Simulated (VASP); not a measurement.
Input of a VASP 6.6.1 run:

INCAR

```
PREC     = Accurate       # precision mode
ENCUT    = 600            # plane-wave cutoff, eV
EDIFF    = 1E-6           # SCF threshold, eV
ISMEAR   = 0              # smearing method
SIGMA    = 0.1            # smearing width, eV
LREAL    = F              # projectors in reciprocal space
LASPH    = T              # aspherical terms in the spheres
NELM     = 60             # most SCF steps
ALGO     = Normal         # electronic algorithm
ISIF     = 3              # what is computed and relaxed
LWAVE    = F              # write WAVECAR
LCHARG   = F              # write CHGCAR
GGA      = PE             # functional
IBRION   = 2              # ionic algorithm
NSW      = 90             # ionic steps
EDIFFG   = -0.04          # ionic threshold
ISYM     = 0
```

Contents of KPOINTS:

```
Automatic mesh
0
Gamma
  2 2 2
  0.5 0.5 0.5
```

The input POSCAR:

```
Mg
1.0
    6.7709190000      0.4457710000      0.2267150000
    0.4457710000      7.3678750000     -0.4230050000
    0.2267150000     -0.4230050000      7.5328780000
Mg
13
Direct
    0.4030204340      0.9826290162      0.7903993274
    0.1616126447      0.4120830537      0.4083729225
    0.5002459788      0.2056989829      0.1791165376
    0.7172848083      0.4998260449      0.3604258484
    0.0634246947      0.6543554424      0.7312846707
    0.2067807836      0.3758939012      0.9481377264
    0.7554270910      0.8013052913      0.0313788122
    0.7151357851      0.9921473175      0.4231579135
    0.2903733293      0.7526558517      0.1989242008
    0.1219425172      0.0345282763      0.4900704742
    0.9336855112      0.1756855256      0.1720723666
    0.7088084446      0.2085247139      0.7938886172
    0.4843604164      0.5689266190      0.7762804963
```

Potentials or basis: VASP PAW PBE potentials, release 64 (Mg).

Run with:

```sh
$ cat potpaw_PBE.64/Mg/POTCAR > POTCAR
$ mpirun -np 1 vasp_std > vasp.out
```

Question: Estimate the relaxed cell.

Answer: a = 5.379 Å, b = 7.701 Å, c = 7.830 Å, α = 89.40°, β = 77.25°, γ = 77.78°.

Question: What does it give for the band gap on the k mesh?

Answer: Zero (bands 13 and 14 overlap by 0.72 eV).

Question: Estimate the space group after relaxing (to 0.1 Å).

Answer: P1 (No. 1).

Final structure:
```yaml
crystal:
  lattice:
    - [5.27993, 0.72265, 0.72767]
    - [0.60717, 7.67680, 0.02318]
    - [0.68513, 0.00510, 7.79967]
  atoms:
    - { symbol: Mg, position: [0.40865, 0.03395, 0.74158] }
    - { symbol: Mg, position: [0.27148, 0.40150, 0.57398] }
    - { symbol: Mg, position: [0.45288, 0.28323, 0.12329] }
    - { symbol: Mg, position: [0.82696, 0.39448, 0.37032] }
    - { symbol: Mg, position: [0.00935, 0.79507, 0.71048] }
    - { symbol: Mg, position: [0.97681, 0.49563, 0.98922] }
    - { symbol: Mg, position: [0.59903, 0.87894, 0.05950] }
    - { symbol: Mg, position: [0.70501, 0.80161, 0.42044] }
    - { symbol: Mg, position: [0.26831, 0.65192, 0.26085] }
    - { symbol: Mg, position: [0.18361, 0.03862, 0.41574] }
    - { symbol: Mg, position: [0.01550, 0.06020, 0.08393] }
    - { symbol: Mg, position: [0.82580, 0.22310, 0.74852] }
    - { symbol: Mg, position: [0.51872, 0.60602, 0.80566] }
```

Caveat: the k points lie up to 0.61 Å⁻¹ apart in the final cell, too coarse for converged energies and pressures of a metal.
